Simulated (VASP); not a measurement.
**Pd: single point with LDA**

Crystal: Pd.

```xyz
1
Lattice="0.0000 1.9226 1.9226 1.9226 0.0000 1.9226 1.9226 1.9226 0.0000" Properties=species:S:1:pos:R:3 pbc="T T T"
Pd    0.0000    0.0000    0.0000
```

```json
{"Program": "VASP 6.6.1", "Task": "single point", "Functional": "LDA", "Potentials or basis": "VASP PAW LDA potentials, release 64 (Pd)", "Cutoff": "520 eV", "k mesh": "8 × 8 × 8", "Occupations": "gaussian, width 0.1 eV", "Spin": "no spin polarisation"}
```

```
Pressure               : 0.2 GPa
Band gap on the k mesh : zero (band 5 reaches 10.61 eV, above the bottom of band 6 at 8.90 eV)
```

Levels at points of the mesh, in eV from the Fermi level:
```csv
k point,band 1,band 2,band 3,band 4,band 5,band 6,band 7,band 8,band 9,band 10
"(0.00, 0.00, 0.00)",-7.64,-3.12,-3.12,-3.12,-1.38,-1.38,17.03,21.95,21.95,21.95
"(0.50, 0.00, 0.00)",-5.75,-3.17,-3.17,-0.09,-0.09,0.75,7.47,16.40,21.17,21.17
"(0.50, 0.50, 0.00)",-5.85,-5.54,-0.11,0.25,0.25,3.14,11.01,13.15,13.15,21.96
```

It took 2.2 s on 1 thread of Intel(R) Xeon(R) 6975P-C (Granite Rapids) (shared host), peak memory 0.12 GiB.
